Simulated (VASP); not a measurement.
# NiNCl: single point with LDA

The system is NiNCl.

```
Ni Cl N
1.0
     3.56143    0.00000    0.00000
     0.00000    6.39110    0.00000
     0.00000    0.00000    2.92240
Ni Cl N
2 2 2
Direct
  0.25000 0.12498 0.75000
  0.75000 0.87502 0.25000
  0.25000 0.36920 0.25000
  0.75000 0.63080 0.75000
  0.25000 0.93966 0.25000
  0.75000 0.06034 0.75000
```

```
Program             : VASP 6.6.1
Task                : single point
Functional          : LDA
Potentials or basis : VASP PAW LDA potentials, release 64 (Ni, Cl, N)
Cutoff              : 520 eV
k mesh              : 5 × 3 × 5
Occupations         : fermi-dirac, width 0.1 eV
Spin                : non-collinear spin, typed start, spin-orbit coupling
Starting moments    : [[0.0, 0.0, 2.0], [0.0, 0.0, 2.0], [0.0, 0.0, 0.0], [0.0, 0.0, 0.0], [0.0, 0.0, 0.0], [0.0, 0.0, 0.0]] μB
```

```yaml
Pressure: 20.3 GPa
Largest_force: 0.088 eV/Å
Net_moment: 0.00 μB per cell
Valence_electrons_inside_the_program's_atomic_spheres: Ni 9.89; Cl 5.11; N 3.63
```

Forces on the atoms (eV/Å):
```
Ni   0.000  0.088  0.000
Ni   0.000 -0.088  0.000
Cl   0.000 -0.015  0.000
Cl   0.000  0.015  0.000
N    0.000 -0.016  0.000
N    0.000  0.016  0.000
```

Stress tensor (GPa, compression positive):
```
20.66  0.00  0.00
 0.00 20.09  0.00
 0.00  0.00 20.26
```

Moments on the atoms (μB; x, y, z):
```
Ni  0.00 0.00 0.00
Ni  0.00 0.00 0.00
Cl  0.00 0.00 0.00
Cl  0.00 0.00 0.00
N   0.00 0.00 0.00
N   0.00 0.00 0.00
```

It took 2.1 min on 1 thread of Intel(R) Xeon(R) 6975P-C (Granite Rapids) (shared host), peak memory 0.34 GiB.

Caveat: the k points lie up to 0.43 Å⁻¹ apart.
